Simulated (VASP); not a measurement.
# HfC (Fm-3m) in VASP: a series of runs

HfC is run at these levels: PBEsol; tasks: single point.

Everything below comes from runs of VASP 6.6.1. Logs are shortened: lines on timing, memory, paths and dates and some standing lists are left out, and cuts for length are marked.

### Step 1. The cell of the first run

It takes space group Fm-3m (No. 225, cubic). Conventional cell: a = 4.513 Å, b = 4.513 Å, c = 4.513 Å, α = 90.00°, β = 90.00°, γ = 90.00°. Within 3.0 Å of Hf (site symmetry m-3m) lie 6 C at 2.26 Å. Within 3.0 Å of C (site symmetry m-3m) lie 6 Hf at 2.26 Å.

### Step 2. Single point, PBEsol (volume scaled by 0.94)

INCAR reads:

```
ALGO     = Normal         # electronic algorithm
EDIFF    = 1E-7           # SCF threshold, eV
ENCUT    = 520            # plane-wave cutoff, eV
GGA      = PS             # functional
ISIF     = 2              # what is computed and relaxed
ISMEAR   = 0              # smearing method
LASPH    = T              # aspherical terms in the spheres
LCHARG   = F              # write CHGCAR
LREAL    = F              # projectors in reciprocal space
LWAVE    = F              # write WAVECAR
NBANDS   = 14             # bands
NELM     = 60             # most SCF steps
PREC     = Accurate       # precision mode
SIGMA    = 0.1            # smearing width, eV
```

KPOINTS reads:

```
k-points
0
Gamma
  16 16 16
```

POSCAR reads:

```
HfC
1.0
    0.0000000000      2.2566337170      2.2566337170
    2.2566337170      0.0000000000      2.2566337170
    2.2566337170      2.2566337170      0.0000000000
Hf C
1 1
Direct
    0.5000000000      0.5000000000      0.5000000000
    0.0000000000      0.0000000000      0.0000000000
```

Potentials or basis: VASP PAW PBE potentials, release 64 (Hf_pv, C).

Started as:

```sh
$ cat potpaw_PBE.64/Hf_pv/POTCAR potpaw_PBE.64/C/POTCAR > POTCAR
$ mpirun -np 1 vasp_std > vasp.out
```

OUTCAR:

```text
EDIFF = 1E-7
   ENCUT = 520
   GGA = PS
   ISIF = 2
   ISMEAR = 0
   LASPH = T
   LREAL = F
   NELM = 60
   PREC = Accurate

 ion  position               nearest neighbor table
   1  0.500  0.500  0.500-   2 2.26   2 2.26   2 2.26   2 2.26   2 2.26   2 2.26
   2  0.000  0.000  0.000-   1 2.26   1 2.26   1 2.26   1 2.26   1 2.26   1 2.26

  LATTYP: Found a face centered cubic cell.
 ALAT       =     4.5132674340

  Lattice vectors:

 A1 = (   0.0000000000,   2.2566337170,   2.2566337170)
 A2 = (   2.2566337170,   0.0000000000,   2.2566337170)
 A3 = (   2.2566337170,   2.2566337170,   0.0000000000)

Analysis of symmetry for initial positions (statically):
=====================================================================
 Subroutine PRICEL returns:
 Original cell was already a primitive cell.

 Routine SETGRP: Setting up the symmetry group for a
 face centered cubic supercell.

 Subroutine GETGRP returns: Found 48 space group operations
 (whereof 48 operations were pure point group operations)
 out of a pool of 48 trial point group operations.

The static configuration has the point symmetry O_h .

Analysis of symmetry for dynamics (positions and initial velocities):
=====================================================================
 Subroutine PRICEL returns:
 Original cell was already a primitive cell.

 Routine SETGRP: Setting up the symmetry group for a
 face centered cubic supercell.

 Subroutine GETGRP returns: Found 48 space group operations
 (whereof 48 operations were pure point group operations)
 out of a pool of 48 trial point group operations.

The dynamic configuration has the point symmetry O_h .

 Subroutine INISYM returns: Found 48 space group operations
 (whereof 48 operations are pure point group operations),
 and found     1 'primitive' translations

----------------------------------------------------------------------------------------

                                     Primitive cell

  volume of cell :      22.9833

  direct lattice vectors                    reciprocal lattice vectors
     0.000000000  2.256633717  2.256633717    -0.221568966  0.221568966  0.221568966
     2.256633717  0.000000000  2.256633717     0.221568966 -0.221568966  0.221568966
     2.256633717  2.256633717  0.000000000     0.221568966  0.221568966 -0.221568966

  length of vectors
     3.191362008  3.191362008  3.191362008     0.383768707  0.383768707  0.383768707

  position of ions in fractional coordinates (direct lattice)
     0.500000000  0.500000000  0.500000000
     0.000000000  0.000000000  0.000000000

  ion indices of the primitive-cell ions
   primitive index   ion index
                 1           1
                 2           2

----------------------------------------------------------------------------------------

 KPOINTS: k-points

Automatic generation of k-mesh.
 Grid dimensions read from file:
 generate k-points for:   16   16   16

 Generating k-lattice:

  Cartesian coordinates                     Fractional coordinates (reciprocal lattice)
    -0.013848060  0.013848060  0.013848060     0.062500000  0.000000000  0.000000000
     0.013848060 -0.013848060  0.013848060     0.000000000  0.062500000  0.000000000
     0.013848060  0.013848060 -0.013848060     0.000000000  0.000000000  0.062500000

  Length of vectors
     0.023985544  0.023985544  0.023985544

  Shift w.r.t. Gamma in fractional coordinates (k-lattice)
     0.000000000  0.000000000  0.000000000

 Subroutine IBZKPT returns following result:
 ===========================================

 Found    145 irreducible k-points:

 Following reciprocal coordinates:
            Coordinates               Weight
  0.000000  0.000000  0.000000      1.000000
  0.062500  0.000000  0.000000      8.000000
  0.125000  0.000000  0.000000      8.000000
  0.187500  0.000000  0.000000      8.000000
  0.250000  0.000000  0.000000      8.000000
  0.312500  0.000000  0.000000      8.000000
[... 16 lines left out ...]
 -0.125000  0.062500  0.000000     24.000000
 -0.062500  0.062500  0.000000     12.000000
 [... further k-points ...]
   k-points           NKPTS =    145   k-points in BZ     NKDIM =    145   number of bands    NBANDS=     14
   number of dos      NEDOS =    301   number of ions     NIONS =      2
   total plane-waves  NPLWV =  13824
   dimension x,y,z NGX =    24 NGY =   24 NGZ =   24
   dimension x,y,z NGXF=    48 NGYF=   48 NGZF=   48
   ions per type =               1   1
   NGX,Y,Z   is equivalent  to a cutoff of  12.50, 12.50, 12.50 a.u.
   NGXF,Y,Z  is equivalent  to a cutoff of  25.00, 25.00, 25.00 a.u.
 SYSTEM =  unknown system
   PREC   = accura    normal or accurate (medium, high low for compatibility)
   ISTART =      0    job   : 0-new  1-cont  2-samecut
   ICHARG =      2    charge: 1-file 2-atom 10-const
   ISPIN  =      1    spin polarized calculation?
   LNONCOLLINEAR =      F non collinear calculations
   LSORBIT =      F    spin-orbit coupling
   LASPH  =      T    aspherical Exc in radial PAW
   ENCUT  =  520.0 eV  38.22 Ry    6.18 a.u.   5.93  5.93  5.93*2*pi/ulx,y,z
   NELM   =     60;   NELMIN=  2; NELMDL= -5     # of ELM steps
   EDIFF  = 0.1E-06   stopping-criterion for ELM
   LREAL  =      F    real-space projection
   EDIFFG = 0.1E-05   stopping-criterion for IOM
   NSW    =      0    number of steps for IOM
   IBRION =     -1    ionic relax: 0-MD 1-quasi-New 2-CG
   NFREE  =      0    steps in history (QN), initial steepest desc. (CG)
   ISIF   =      2    stress and relaxation
   ISYM   =      2    0-nonsym 1-usesym 2-fastsym
   POTIM  = 0.5000    time-step for ionic-motion
   TEBEG  =    0.0;   TEEND  =   0.0 temperature during run
   PSTRESS=    0.0 pullay stress
   NELECT =      14.0000    total number of electrons
   NUPDOWN=      -1.0000    fix difference up-down
   EMIN   =  10.00;   EMAX   =-10.00  energy-range for DOS
   EFERMI =   0.00;   METHOD = LEGACY
   ISMEAR =     0;   SIGMA  =   0.10  broadening in eV -4-tet -1-fermi 0-gaus
   EFERMI_NEDOS =   21; number of points for ismear=-14 and -15
   IALGO  =     38    algorithm
   IMIX   =      4    mixing-type and parameters
     AMIX     =   0.40;   BMIX     =  1.00
     AMIX_MAG =   1.60;   BMIX_MAG =  1.00
  volume/ion in A,a.u.               =      11.49        77.55
  Fermi-wavevector in a.u.,A,eV,Ry     =   1.387756  2.622479 26.203006  1.925867
  Thomas-Fermi vector in A             =   2.511947
   LORBIT       =      0    0 simple, 1 ext, 2 COOP (PROOUT), +10 PAW based schemes
   GGA     = PS    functional components
   LHFCALC =     F    Hartree Fock is set to
   AEXX    =    0.0000 exact exchange contribution
   IVDW    =     0    specifies the selected vdW correction
   LEPSILON=     F    determine dielectric tensor
   LRPA    =     F    only Hartree local field effects (RPA)
 non-spin polarized calculation
 Gauss-broadening in eV      SIGMA  =   0.10
  energy-cutoff  :      520.00
  volume of cell :       22.98
 maximum number of plane-waves:       636
   NGX = 11   NGY = 11   NGZ = 11

 number of electron      13.9999999 magnetization

 Free energy of the ion-electron system (eV)
  ---------------------------------------------------
  ext. energy  EPLUGINS =         0.00000000
  ---------------------------------------------------
  free energy    TOTEN  =       -22.12159070 eV

  energy without entropy =      -22.11951742  energy(sigma->0) =      -22.12055406

 E-fermi :   6.4894     XC(G=0): -12.8672

 val. band max:        6.4815454633   @ k =  -0.0625   0.0625   0.0000
 cond. band min:       6.5300221734   @ k =   0.4375   0.3750   0.0000
 fundamental gap:      0.0484767101
 Fermi energy:         6.4893803999

 k-point     1 :       0.0000    0.0000    0.0000
  band No.  band energies     occupation
      1     -22.5522      2.00000
      2     -22.5522      2.00000
      3     -22.5522      2.00000
      4      -6.2289      2.00000
      5       7.5894      0.00000
      6       7.5894      0.00000
      7       7.5894      0.00000
      8       7.8719      0.00000
      9       7.8719      0.00000
     10       7.8719      0.00000
     11      10.1537      0.00000
     12      10.1537      0.00000
     13      14.4418      0.00000
     14      17.7202      0.00000

 k-point     2 :       0.0625    0.0000    0.0000
  band No.  band energies     occupation
      1     -22.5921      2.00000
      2     -22.5558      2.00000
      3     -22.5558      2.00000
      4      -6.1138      2.00000
      5       6.7503      0.00022
      6       7.0056      0.00000
      7       7.0056      0.00000
      8       8.1288      0.00000
      9       8.1288      0.00000
     10       8.4642      0.00000
     11      10.7094      0.00000
     12      10.7094      0.00000
     13      14.6579      0.00000
     14      18.0348      0.00000

 k-point     3 :       0.1250    0.0000    0.0000
  band No.  band energies     occupation
      1     -22.7040      2.00000
      2     -22.5659      2.00000
      3     -22.5659      2.00000
      4      -5.7795      2.00000
      5       5.6354      2.00000
      6       6.1260      2.00000
      7       6.1260      2.00000
      8       8.4995      0.00000
      9       8.4995      0.00000
     10       8.9406      0.00000
     11      11.8945      0.00000
     12      11.8945      0.00000
     13      15.2245      0.00000
     14      18.9141      0.00000

 k-point     4 :       0.1875    0.0000    0.0000
  band No.  band energies     occupation
      1     -22.8668      2.00000
      2     -22.5811      2.00000
      3     -22.5811      2.00000
      4      -5.2565      2.00000
      5       4.4681      2.00000
      6       5.2800      2.00000
      7       5.2800      2.00000
      8       9.0332      0.00000
      9       9.0332      0.00000
     10       9.3061      0.00000
     11      13.2975      0.00000
     12      13.2975      0.00000
     13      15.9389      0.00000
     14      20.1489      0.00000

 k-point     5 :       0.2500    0.0000    0.0000
  band No.  band energies     occupation
      1     -23.0523      2.00000
      2     -22.5988      2.00000
      3     -22.5988      2.00000
      4      -4.5881      2.00000
      5       3.3196      2.00000
      6       4.5498      2.00000
      7       4.5498      2.00000
      8       9.7062      0.00000
      9       9.7291      0.00000
     10       9.7291      0.00000
     11      14.7743      0.00000
[... 276 lines left out ...]
 k-point    22 :      -0.1875    0.0625    0.0000
  band No.  band energies     occupation
      1     -22.9341      2.00000
      2     -22.6252      2.00000
      3     -22.5739      2.00000
      4      -4.9699      2.00000
      5       3.9341      2.00000
      6       4.7864      2.00000
      7       5.1346      2.00000
      8       8.9009      0.00000
      9       9.3864      0.00000
     10      10.0761      0.00000
     11      12.9356      0.00000
     12      14.6173      0.00000
     13      16.3677      0.00000
     14      20.7455      0.00000

 k-point    23 :      -0.1250    0.0625    0.0000
  band No.  band energies     occupation
      1     -22.7686      2.00000
      2     -22.6019      2.00000
      3     -22.5608      2.00000
      4      -5.5340      2.00000
      5       5.0439      2.00000
      6       5.5452      2.00000
      7       5.8222      2.00000
      8       8.3680      0.00000
      9       9.1133      0.00000
     10       9.4248      0.00000
     11      11.6860      0.00000
     12      13.1617      0.00000
     13      15.6681      0.00000
     14      19.5332      0.00000

 k-point    24 :      -0.0625    0.0625    0.0000
  band No.  band energies     occupation
      1     -22.6471      2.00000
      2     -22.5776      2.00000
      3     -22.5544      2.00000
      4      -5.9270      2.00000
      5       6.0864      2.00000
      6       6.3778      1.88545
      7       6.4815      1.08823
      8       8.0503      0.00000
      9       8.8073      0.00000
     10       8.8100      0.00000
     11      10.8357      0.00000
     12      11.8127      0.00000
     13      15.0128      0.00000
     14      18.5347      0.00000

 [... further k-points ...]

------------------------ aborting loop because EDIFF is reached ----------------------------------------

  FORCE on cell =-STRESS in cart. coord.  units (eV):
  Direction    XX          YY          ZZ          XY          YZ          ZX
  --------------------------------------------------------------------------------------
  -------------------------------------------------------------------------------------
  Total        2.4877965      2.4877965      2.4877965      0.0000000      0.0000000      0.0000000
  in kB      173.4252034    173.4252034    173.4252034      0.0000000      0.0000000      0.0000000
  external PRESSURE =     173.4252034 kB  Pullay stress =       0.0000000 kB

 VOLUME and BASIS-vectors are now :
 -----------------------------------------------------------------------------
  energy-cutoff  :      520.00
  volume of cell :       22.98
      direct lattice vectors                 reciprocal lattice vectors
     0.000000000  2.256633717  2.256633717    -0.221568966  0.221568966  0.221568966
     2.256633717  0.000000000  2.256633717     0.221568966 -0.221568966  0.221568966
     2.256633717  2.256633717  0.000000000     0.221568966  0.221568966 -0.221568966

 POSITION                                       TOTAL-FORCE (eV/Angst)
 -----------------------------------------------------------------------------------
      2.25663      2.25663      2.25663        -0.000000      0.000000     -0.000000
      0.00000      0.00000      0.00000         0.000000     -0.000000      0.000000
 -----------------------------------------------------------------------------------
    total drift:                                0.000000     -0.000000      0.000000

  FREE ENERGIE OF THE ION-ELECTRON SYSTEM (eV)
  ---------------------------------------------------
  free  energy   TOTEN  =       -22.1215906981 eV

  energy  without entropy=      -22.1195174173  energy(sigma->0) =      -22.12055406
```

Run time: 14 s. Hardware: 1 thread of Intel Xeon 6975P-C (Granite Rapids), shared host; peak memory 0.17 GiB.

What came out:

```yaml
Free_energy: -22.1216 eV
Pressure: 17.3 GPa
Band_gap_on_the_k_mesh: zero (band 7 reaches 7.59 eV, above the bottom of band 8 at 6.09 eV)
```

Caveat: the cell differs from its parent crystal (volume scaled by 0.94); the PAW data sets were made with another functional, which shifts forces and pressure a little; spin-orbit coupling is left out, which moves the levels of the heavy elements.

### Step 3. Single point, PBEsol (volume scaled by 0.97)

INCAR reads:

```
SYSTEM = HfC
  PREC = Accurate
  ENCUT = 520
  EDIFF = 1E-6
  ISMEAR = 0
  SIGMA = 0.1
  LREAL = .FALSE.
  LASPH = .TRUE.
  NELM = 60
  ALGO = Normal
  ISIF = 2
  LWAVE = .FALSE.
  LCHARG = .FALSE.
  GGA = PS
  NBANDS = 14
```

KPOINTS reads:

```
Automatic mesh
0
G
  16 16 16
  0 0 0
```

POSCAR reads:

```
HfC
1.0
    0.0000000000      2.2803895019      2.2803895019
    2.2803895019      0.0000000000      2.2803895019
    2.2803895019      2.2803895019      0.0000000000
Hf C
1 1
Direct
    0.5000000000      0.5000000000      0.5000000000
    0.0000000000      0.0000000000      0.0000000000
```

Potentials or basis: VASP PAW PBE potentials, release 64 (Hf_pv, C).

Started as:

```sh
$ cat potpaw_PBE.64/Hf_pv/POTCAR potpaw_PBE.64/C/POTCAR > POTCAR
$ mpirun -np 1 vasp_std > vasp.out
```

OUTCAR:

```text
SYSTEM = HfC
   PREC = Accurate
   ENCUT = 520
   EDIFF = 1E-6
   ISMEAR = 0
   LREAL = .FALSE.
   LASPH = .TRUE.
   NELM = 60
   ISIF = 2
   GGA = PS

 ion  position               nearest neighbor table
   1  0.500  0.500  0.500-   2 2.28   2 2.28   2 2.28   2 2.28   2 2.28   2 2.28
   2  0.000  0.000  0.000-   1 2.28   1 2.28   1 2.28   1 2.28   1 2.28   1 2.28

  LATTYP: Found a face centered cubic cell.
 ALAT       =     4.5607790038

  Lattice vectors:

 A1 = (   0.0000000000,   2.2803895019,   2.2803895019)
 A2 = (   2.2803895019,   0.0000000000,   2.2803895019)
[... 594 lines left out ...]

  FORCE on cell =-STRESS in cart. coord.  units (eV):
  Direction    XX          YY          ZZ          XY          YZ          ZX
  --------------------------------------------------------------------------------------
  -------------------------------------------------------------------------------------
  Total        1.1567639      1.1567639      1.1567639      0.0000000      0.0000000     -0.0000000
  in kB       78.1444604     78.1444604     78.1444604      0.0000000      0.0000000     -0.0000000
  external PRESSURE =      78.1444604 kB  Pullay stress =       0.0000000 kB

 VOLUME and BASIS-vectors are now :
 -----------------------------------------------------------------------------
  energy-cutoff  :      520.00
  volume of cell :       23.72
      direct lattice vectors                 reciprocal lattice vectors
     0.000000000  2.280389502  2.280389502    -0.219260788  0.219260788  0.219260788
     2.280389502  0.000000000  2.280389502     0.219260788 -0.219260788  0.219260788
     2.280389502  2.280389502  0.000000000     0.219260788  0.219260788 -0.219260788

 POSITION                                       TOTAL-FORCE (eV/Angst)
 -----------------------------------------------------------------------------------
      2.28039      2.28039      2.28039         0.000000     -0.000000      0.000000
      0.00000      0.00000      0.00000        -0.000000      0.000000      0.000000
 -----------------------------------------------------------------------------------
    total drift:                                0.000000     -0.000000      0.000000

  FREE ENERGIE OF THE ION-ELECTRON SYSTEM (eV)
  ---------------------------------------------------
  free  energy   TOTEN  =       -22.1788603199 eV

  energy  without entropy=      -22.1766258013  energy(sigma->0) =      -22.17774306
```

Run time: 13 s. Hardware: 1 thread of Intel Xeon 6975P-C (Granite Rapids), shared host; peak memory 0.17 GiB.

What came out:

```yaml
Free_energy: -22.1789 eV
Pressure: 7.8 GPa
Band_gap_on_the_k_mesh: zero (band 7 reaches 7.32 eV, above the bottom of band 8 at 5.84 eV)
```

Levels at points of the mesh, in eV from the Fermi level:
```
           k point  band 3  band 4  band 5  band 6  band 7  band 8  band 9  band 10  band 11  band 12
(0.00, 0.00, 0.00)  -29.19  -12.56    1.08    1.08    1.08    1.38    1.38     1.38     3.57     3.57
(0.50, 0.00, 0.00)  -29.28   -8.40   -6.42   -3.17   -3.17    5.66    5.66     6.17     6.84    12.22
(0.50, 0.50, 0.00)  -29.48  -10.61   -2.49   -2.01    0.01    0.01    5.67     7.22     7.22     9.13
```

Caveat: the cell differs from its parent crystal (volume scaled by 0.97); the PAW data sets were made with another functional, which shifts forces and pressure a little; spin-orbit coupling is left out, which moves the levels of the heavy elements.

### Step 4. Single point, PBEsol

This run uses another cell than the first one, of 12.23 Å³/atom, 1.064 times its volume.

INCAR reads:

```
PREC = Accurate
ENCUT = 520
EDIFF = 1E-6
ISMEAR = 0
SIGMA = 0.1
LREAL = F
LASPH = T
NELM = 60
ALGO = Normal
ISIF = 2
LWAVE = F
LCHARG = T
GGA = PS
LELF = T
LVHAR = T
NBANDS = 14
```

KPOINTS reads:

```
regular mesh
0
Gamma
  16 16 16
```

POSCAR reads:

```
HfC
1.0
    0.0000000000      2.3036603898      2.3036603898
    2.3036603898      0.0000000000      2.3036603898
    2.3036603898      2.3036603898      0.0000000000
Hf C
1 1
Direct
    0.5000000000      0.5000000000      0.5000000000
    0.0000000000      0.0000000000      0.0000000000
```

Started as:

```sh
$ cat potpaw_PBE.64/Hf_pv/POTCAR potpaw_PBE.64/C/POTCAR > POTCAR
$ mpirun -np 1 vasp_std > vasp.out
```

Run time: 13 s. Hardware: 1 thread of Intel Xeon 6975P-C (Granite Rapids), shared host; peak memory 0.17 GiB.

The run converged. Its results:

```yaml
Free_energy: -22.1957 eV
Pressure: -0.4 GPa
Band_gap_on_the_k_mesh: zero (band 7 reaches 7.06 eV, above the bottom of band 8 at 5.60 eV)
```

Levels at points of the mesh, in eV from the Fermi level:
```tsv
k point	band 4	band 5	band 6	band 7	band 8	band 9	band 10	band 11
(0.00, 0.00, 0.00)	-12.41	1.07	1.07	1.07	1.37	1.37	1.37	3.47
(0.50, 0.00, 0.00)	-8.44	-6.28	-3.06	-3.06	5.48	5.48	5.97	6.68
(0.50, 0.50, 0.00)	-10.46	-2.53	-1.90	-0.03	-0.03	5.48	6.97	6.97
```

Caveat: the PAW data sets were made with another functional, which shifts forces and pressure a little; spin-orbit coupling is left out, which moves the levels of the heavy elements.

(Part 1 of 2 ends here.)
